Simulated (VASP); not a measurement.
# HfB2 (P6/mmm) in VASP: settings compared, part 2 of 2

VASP 6.6.1. Earlier steps stand in the parts before.

### 5 Single point, PBE

INCAR reads:

```
PREC = Accurate ; ENCUT = 500
EDIFF = 1E-6 ; ISMEAR = 0
SIGMA = 0.1 ; LREAL = False
LASPH = True ; NELM = 120
ALGO = Normal ; ISIF = 2
LWAVE = False ; LCHARG = False
GGA = PE ; NBANDS = 15
ISYM = 0 ; GGA_COMPAT = False
```

KPOINTS reads:

```
Automatic mesh
0
Gamma
  6 3 2
```

POSCAR reads:

```
HfB2
1.0
    3.1326790839      0.0000000000      0.0000000000
   -1.5663395419      2.7129796685      0.0000000000
    0.0000000000      0.0000000000      3.4792139900
Hf B
1 2
Direct
    0.0000000000      0.0000000000      0.0000000000
    0.3333333333      0.6666666667      0.5000000000
    0.6666666667      0.3333333333      0.5000000000
```

Run with:

```sh
$ cat potpaw_PBE.64/Hf_pv/POTCAR potpaw_PBE.64/B/POTCAR > POTCAR
$ mpirun -np 1 vasp_std > vasp.out
```

Run time: 14 s. Hardware: 1 thread of Intel Xeon 8259CL, shared host; peak memory 0.14 GiB.

It converged, with:

```
Free energy            : -26.3510 eV
Pressure               : 2.3 GPa
Largest force          : 0.142 eV/Å
Band gap on the k mesh : zero (band 8 reaches 8.06 eV, above the bottom of band 9 at 7.40 eV)
```

Forces in eV/Å, atoms in the order of the input:
```
Hf   0.000  0.000  0.000
B   -0.123 -0.071  0.000
B    0.123  0.071  0.000
```

Stress tensor (GPa, compression positive):
```
3.67 2.07 0.00
2.07 1.27 0.00
0.00 0.00 1.96
```

Levels at points of the mesh, in eV from the Fermi level:
```csv
k point,band 4,band 5,band 6,band 7,band 8,band 9,band 10,band 11,band 12,band 13
"(0.00, 0.00, 0.00)",-13.40,-2.71,-2.52,-2.51,-2.43,4.36,4.38,5.01,5.01,5.42
"(0.50, 0.00, 0.00)",-9.40,-8.67,-3.80,-3.03,-2.55,2.49,3.06,5.97,6.08,6.66
"(0.00, 0.00, 0.50)",-10.97,-8.05,-0.78,-0.76,0.70,0.70,1.30,1.31,2.54,5.48
"(0.50, 0.00, 0.50)",-9.98,-7.10,-4.58,-4.41,-2.31,4.42,4.48,6.60,7.55,7.72
```

Caveat: the k points lie up to 0.90 Å⁻¹ apart; spin-orbit coupling is left out, which moves the levels of the heavy elements.

### 6 Single point, PBE+D3(BJ)

INCAR reads:

```
SYSTEM = HfB2
ALGO = Normal
EDIFF = 1E-6
ENCUT = 500
GGA = PE
GGA_COMPAT = .FALSE.
ISIF = 2
ISMEAR = 0
IVDW = 12
LASPH = .TRUE.
LCHARG = .FALSE.
LREAL = .FALSE.
LWAVE = .FALSE.
NBANDS = 15
NELM = 120
PREC = Accurate
SIGMA = 0.1
```

KPOINTS reads:

```
k-points
0
G
  6 6 4
  0 0 0
```

POSCAR is that of step 5.

Potentials or basis: VASP PAW PBE potentials, release 64 (Hf_pv, B).

Run with:

```sh
$ cat potpaw_PBE.64/Hf_pv/POTCAR potpaw_PBE.64/B/POTCAR > POTCAR
$ mpirun -np 1 vasp_std > vasp.out
```

OUTCAR:

```text
SYSTEM = HfB2
   EDIFF = 1E-6
   ENCUT = 500
   GGA = PE
   ISIF = 2
   ISMEAR = 0
   IVDW = 12
   LASPH = .TRUE.
   LREAL = .FALSE.
   NELM = 120
   PREC = Accurate
 IVDW          = 12

 ion  position               nearest neighbor table
   1  0.000  0.000  0.000-   2 2.51   3 2.51   2 2.51   3 2.51   2 2.51   2 2.51   3 2.51   3 2.51
                             3 2.51   3 2.51   2 2.51   2 2.51
   2  0.333  0.667  0.500-   3 1.81   3 1.81   3 1.81   1 2.51   1 2.51   1 2.51   1 2.51   1 2.51
                             1 2.51
   3  0.667  0.333  0.500-   2 1.81   2 1.81   2 1.81   1 2.51   1 2.51   1 2.51   1 2.51   1 2.51
                             1 2.51

  LATTYP: Found a hexagonal cell.
 ALAT       =     3.1326790839
 C/A-ratio  =     1.1106193443

  Lattice vectors:

 A1 = (   3.1326790839,   0.0000000000,   0.0000000000)
 A2 = (  -1.5663395419,   2.7129796685,   0.0000000000)
 A3 = (   0.0000000000,   0.0000000000,   3.4792139900)

Analysis of symmetry for initial positions (statically):
=====================================================================
 Subroutine PRICEL returns:
 Original cell was already a primitive cell.

 Routine SETGRP: Setting up the symmetry group for a
 hexagonal supercell.

 Subroutine GETGRP returns: Found 24 space group operations
 (whereof 24 operations were pure point group operations)
 out of a pool of 24 trial point group operations.

The static configuration has the point symmetry D_6h.

Analysis of symmetry for dynamics (positions and initial velocities):
=====================================================================
 Subroutine PRICEL returns:
 Original cell was already a primitive cell.

 Routine SETGRP: Setting up the symmetry group for a
 hexagonal supercell.

 Subroutine GETGRP returns: Found 24 space group operations
 (whereof 24 operations were pure point group operations)
 out of a pool of 24 trial point group operations.

The dynamic configuration has the point symmetry D_6h.

 Subroutine INISYM returns: Found 24 space group operations
 (whereof 24 operations are pure point group operations),
 and found     1 'primitive' translations

----------------------------------------------------------------------------------------

                                     Primitive cell

  volume of cell :      29.5695

  direct lattice vectors                    reciprocal lattice vectors
     3.132679084  0.000000000  0.000000000     0.319215589  0.184299206  0.000000000
    -1.566339542  2.712979669  0.000000000     0.000000000  0.368598413  0.000000000
     0.000000000  0.000000000  3.479213990     0.000000000  0.000000000  0.287421240

  length of vectors
     3.132679084  3.132679084  3.479213990     0.368598413  0.368598413  0.287421240

  position of ions in fractional coordinates (direct lattice)
     0.000000000  0.000000000  0.000000000
     0.333333333  0.666666667  0.500000000
     0.666666667  0.333333333  0.500000000

  ion indices of the primitive-cell ions
   primitive index   ion index
                 1           1
                 2           2
                 3           3

[... 49 lines left out ...]
   k-points           NKPTS =     21   k-points in BZ     NKDIM =     21   number of bands    NBANDS=     15
   number of dos      NEDOS =    301   number of ions     NIONS =      3
   total plane-waves  NPLWV =  16128
   dimension x,y,z NGX =    24 NGY =   24 NGZ =   28
   dimension x,y,z NGXF=    48 NGYF=   48 NGZF=   56
   ions per type =               1   2
   NGX,Y,Z   is equivalent  to a cutoff of  12.74, 12.74, 13.38 a.u.
   NGXF,Y,Z  is equivalent  to a cutoff of  25.47, 25.47, 26.76 a.u.
 SYSTEM =  HfB2
   PREC   = accura    normal or accurate (medium, high low for compatibility)
   ISTART =      0    job   : 0-new  1-cont  2-samecut
   ICHARG =      2    charge: 1-file 2-atom 10-const
   ISPIN  =      1    spin polarized calculation?
   LNONCOLLINEAR =      F non collinear calculations
   LSORBIT =      F    spin-orbit coupling
   LASPH  =      T    aspherical Exc in radial PAW
   ENCUT  =  500.0 eV  36.75 Ry    6.06 a.u.   5.71  5.71  6.34*2*pi/ulx,y,z
   NELM   =    120;   NELMIN=  2; NELMDL= -5     # of ELM steps
   EDIFF  = 0.1E-05   stopping-criterion for ELM
   LREAL  =      F    real-space projection
   EDIFFG = 0.1E-04   stopping-criterion for IOM
   NSW    =      0    number of steps for IOM
   IBRION =     -1    ionic relax: 0-MD 1-quasi-New 2-CG
   NFREE  =      0    steps in history (QN), initial steepest desc. (CG)
   ISIF   =      2    stress and relaxation
   ISYM   =      2    0-nonsym 1-usesym 2-fastsym
   POTIM  = 0.5000    time-step for ionic-motion
   TEBEG  =    0.0;   TEEND  =   0.0 temperature during run
   PSTRESS=    0.0 pullay stress
   NELECT =      16.0000    total number of electrons
   NUPDOWN=      -1.0000    fix difference up-down
   EMIN   =  10.00;   EMAX   =-10.00  energy-range for DOS
   EFERMI =   0.00;   METHOD = LEGACY
   ISMEAR =     0;   SIGMA  =   0.10  broadening in eV -4-tet -1-fermi 0-gaus
   EFERMI_NEDOS =   21; number of points for ismear=-14 and -15
   IALGO  =     38    algorithm
   IMIX   =      4    mixing-type and parameters
     AMIX     =   0.40;   BMIX     =  1.00
     AMIX_MAG =   1.60;   BMIX_MAG =  1.00
  volume/ion in A,a.u.               =       9.86        66.51
  Fermi-wavevector in a.u.,A,eV,Ry     =   1.334034  2.520959 24.213571  1.779647
  Thomas-Fermi vector in A             =   2.462847
   LORBIT       =      0    0 simple, 1 ext, 2 COOP (PROOUT), +10 PAW based schemes
   GGA     = PE    functional components
   LHFCALC =     F    Hartree Fock is set to
   AEXX    =    0.0000 exact exchange contribution
   IVDW    =    12    specifies the selected vdW correction
   LEPSILON=     F    determine dielectric tensor
   LRPA    =     F    only Hartree local field effects (RPA)
 non-spin polarized calculation
 Gauss-broadening in eV      SIGMA  =   0.10
  energy-cutoff  :      500.00
  volume of cell :       29.57
 maximum number of plane-waves:       760
 NGX is ok and might be reduce to    24
   NGX = 11   NGY = 11   NGZ = 13

 number of electron      15.9999998 magnetization

 Free energy of the ion-electron system (eV)
  ---------------------------------------------------
  ext. energy  EPLUGINS =         0.00000000
  ---------------------------------------------------
  free energy    TOTEN  =       -26.35064025 eV

  energy without entropy =      -26.34689517  energy(sigma->0) =      -26.34876771

 E-fermi :   7.3544     XC(G=0): -12.6200

 val. band max:        7.0097689726   @ k =   0.3333   0.1667   0.0000
 cond. band min:       7.4020852531   @ k =   0.3333   0.1667   0.0000
 fundamental gap:      0.3923162804
 Fermi energy:         7.3543917559

 k-point     1 :       0.0000    0.0000    0.0000
  band No.  band energies     occupation
      1     -22.9262      2.00000
      2     -22.3939      2.00000
      3     -22.3939      2.00000
      4      -6.0797      2.00000
      5       4.6869      2.00000
      6       4.8160      2.00000
      7       4.8160      2.00000
      8       4.9043      2.00000
      9      11.7583      0.00000
     10      11.7583      0.00000
     11      12.3865      0.00000
     12      12.3865      0.00000
     13      12.7295      0.00000
     14      12.7295      0.00000
[... 347 lines left out ...]
      2     -22.8993      2.00000
      3     -22.8993      2.00000
      4      -1.4553      2.00000
      5      -1.4553      2.00000
      6       2.1876      2.00000
      7       4.5578      2.00000
      8       4.5578      2.00000
      9      12.1626      0.00000
     10      13.1687      0.00000
     11      14.6742      0.00000
     12      14.6742      0.00000
     13      15.0972      0.00000
     14      15.0972      0.00000
     15      17.2340      0.00000

------------------------ aborting loop because EDIFF is reached ----------------------------------------

 Edisp (eV)   -1.09061

 E8    (eV) :    -0.4909

  FORCE on cell =-STRESS in cart. coord.  units (eV):
  Direction    XX          YY          ZZ          XY          YZ          ZX
  --------------------------------------------------------------------------------------
  -------------------------------------------------------------------------------------
  Total      -0.45247    -0.45247    -1.06381    -0.00000     0.00000    -0.00000
  in kB     -24.51628   -24.51628   -57.64078    -0.00000     0.00000    -0.00000
  external pressure =      -35.56 kB  Pullay stress =        0.00 kB

 VOLUME and BASIS-vectors are now :
 -----------------------------------------------------------------------------
  energy-cutoff  :      500.00
  volume of cell :       29.57
      direct lattice vectors                 reciprocal lattice vectors
     3.132679084  0.000000000  0.000000000     0.319215589  0.184299206  0.000000000
    -1.566339542  2.712979669  0.000000000     0.000000000  0.368598413  0.000000000
     0.000000000  0.000000000  3.479213990     0.000000000  0.000000000  0.287421240

 POSITION                                       TOTAL-FORCE (eV/Angst)
 -----------------------------------------------------------------------------------
      0.00000      0.00000      0.00000         0.000000      0.000000      0.000000
     -0.00000      1.80865      1.73961         0.000000      0.000000      0.000000
      1.56634      0.90433      1.73961        -0.000000      0.000000      0.000000
 -----------------------------------------------------------------------------------
    total drift:                               -0.000000      0.000000      0.000000

  FREE ENERGIE OF THE ION-ELECTRON SYSTEM (eV)
  ---------------------------------------------------
  free  energy   TOTEN  =       -27.4412508995 eV

  energy  without entropy=      -27.4375058268  energy(sigma->0) =      -27.43937836
```

OSZICAR:

```text
N       E                     dE             d eps       ncg     rms          rms(c)
DAV:   1     0.267698949368E+02    0.26770E+02   -0.77332E+03   630   0.973E+02
DAV:   2    -0.272749251795E+02   -0.54045E+02   -0.51260E+02   819   0.216E+02
DAV:   3    -0.287499476579E+02   -0.14750E+01   -0.14721E+01   784   0.259E+01
DAV:   4    -0.287556752001E+02   -0.57275E-02   -0.57264E-02   756   0.202E+00
DAV:   5    -0.287557117232E+02   -0.36523E-04   -0.36524E-04   798   0.139E-01    0.528E+01
DAV:   6    -0.264599174117E+02    0.22958E+01   -0.29427E+00   749   0.122E+01    0.388E+01
DAV:   7    -0.264002954617E+02    0.59622E-01   -0.82101E-01   784   0.666E+00    0.121E+01
DAV:   8    -0.263522025215E+02    0.48093E-01   -0.16146E-01   728   0.301E+00    0.144E+00
DAV:   9    -0.263506613080E+02    0.15412E-02   -0.99866E-03   728   0.789E-01    0.321E-01
DAV:  10    -0.263506413802E+02    0.19928E-04   -0.28937E-04   819   0.127E-01    0.206E-01
DAV:  11    -0.263506429791E+02   -0.15989E-05   -0.30378E-05   763   0.428E-02    0.974E-02
DAV:  12    -0.263506401038E+02    0.28753E-05   -0.46926E-06   735   0.176E-02    0.147E-02
DAV:  13    -0.263506402452E+02   -0.14142E-06   -0.22915E-07   343   0.401E-03
   1 F= -.27441251E+02 E0= -.27439378E+02  d E =-.374507E-02
```

stdout:

```text
POSCAR found type information on POSCAR HfB
 POSCAR found :  2 types and       3 ions
 scaLAPACK will be used
 LDA part: xc-table for (Slater+PW92), standard interpolation
 POSCAR, INCAR and KPOINTS ok, starting setup
 FFT: planning ... GRIDC
 FFT: planning ... GRID_SOFT
 FFT: planning ... GRID
 WAVECAR not read
 entering main loop
```

Wall time 17 s (1 thread of Intel Xeon 8259CL, shared host); peak memory 0.16 GiB.

What came out:

```
Free energy                : -27.4413 eV
Pressure                   : -3.6 GPa
Band gap on the k mesh     : zero (band 8 reaches 8.04 eV, above the bottom of band 9 at 7.40 eV)
Dispersion energy per atom : -0.364 eV
```

Caveat: the k points lie up to 0.45 Å⁻¹ apart; spin-orbit coupling is left out, which moves the levels of the heavy elements; pairwise dispersion overbinds metals, which lowers pressure and volume.

### 7 The runs side by side

| level | potentials or basis | U | k mesh | smearing | gap on the mesh (eV) | pressure (GPa) |
| --- | --- | --- | --- | --- | --- | --- |
| PBE+D3(BJ)+U | VASP PAW PBE potentials, release 64 (Hf_pv, B) | Hf d U = 0.51 eV | 3 × 3 × 2 | gaussian 0.5 eV | none | -3.1 |
| LDA+U | VASP PAW LDA potentials, release 64 (Hf_pv, B) | Hf d U = 3.5 eV | 3 × 3 × 2 | gaussian 0.1 eV | none | 0.5 |
| PBE | VASP PAW PBE potentials, release 64 (Hf_pv, B) | - | 6 × 3 × 2 | gaussian 0.1 eV | none | 2.3 |
| PBE+D3(BJ) | VASP PAW PBE potentials, release 64 (Hf_pv, B) | - | 6 × 6 × 4 | gaussian 0.1 eV | none | -3.6 |

Alike in all rows: task single point; no spin polarisation; cell as given; cutoff (eV) 500.

Caveats: all runs use coarse meshes; spin-orbit coupling is left out, which moves the levels of the heavy elements; U without spin polarisation on a metal has little footing (some runs); pairwise dispersion overbinds metals, which lowers pressure and volume (some runs); the U is typed as a test and isn't derived for this compound (some runs); three body term missing (some runs).

Absolute energies hang on the potentials; compare differences alone.
